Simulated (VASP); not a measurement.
Wanted: the native input for a VASP 6.6.1 run.

```yaml
Task: single point
Functional: revPBE
Dispersion: D3(BJ)
Potentials_or_basis: VASP PAW PBE potentials, release 64 (Hf_pv, O)
Cutoff: 600 eV
k_mesh: 8 × 8 × 8
Occupations: gaussian, width 0.05 eV
Spin: no spin polarisation
Dipole_correction: no
Further_INCAR_settings: ALGO = Normal; EDIFF = 1e-06; NBANDS = 18
```

The structure of HfO2 lies in POSCAR:

```
HfO2
1.0
    0.0000000000      2.5575019374      2.5575019374
    2.5575019374      0.0000000000      2.5575019374
    2.5575019374      2.5575019374      0.0000000000
Hf O
1 2
Direct
    0.0000000000      0.0000000000      0.0000000000
    0.2500000000      0.2500000000      0.2500000000
    0.7500000000      0.7500000000      0.7500000000
```

These files were run (other wordings do the same):

INCAR

```
  PREC = Accurate
  ENCUT = 600
  EDIFF = 1E-6
  ISMEAR = 0
  SIGMA = 0.05
  LREAL = F
  LASPH = T
  NELM = 120
  ALGO = Normal
  ISIF = 2
  LWAVE = F
  LCHARG = F
  GGA = RE
  IVDW = 12
  NBANDS = 18
  GGA_COMPAT = F
```

KPOINTS

```
Automatic mesh
0
Gamma
  8 8 8
```

Potentials or basis: VASP PAW PBE potentials, release 64 (Hf_pv, O).

Run with:

```sh
$ cat potpaw_PBE.64/Hf_pv/POTCAR potpaw_PBE.64/O/POTCAR > POTCAR
$ mpirun -np 1 vasp_std > vasp.out
```

Results of the run:

```
Pressure                   : -9.5 GPa
Band gap on the k mesh     : 3.81 eV
Dispersion energy per atom : -0.437 eV
```

Caveat: the cell stands under tension; the PAW data sets were made with another functional, which shifts forces and pressure a little; spin-orbit coupling is left out, which moves the levels of the heavy elements.

It took 39 s on 1 thread of Intel Xeon 8259CL (shared host), peak memory 0.19 GiB.
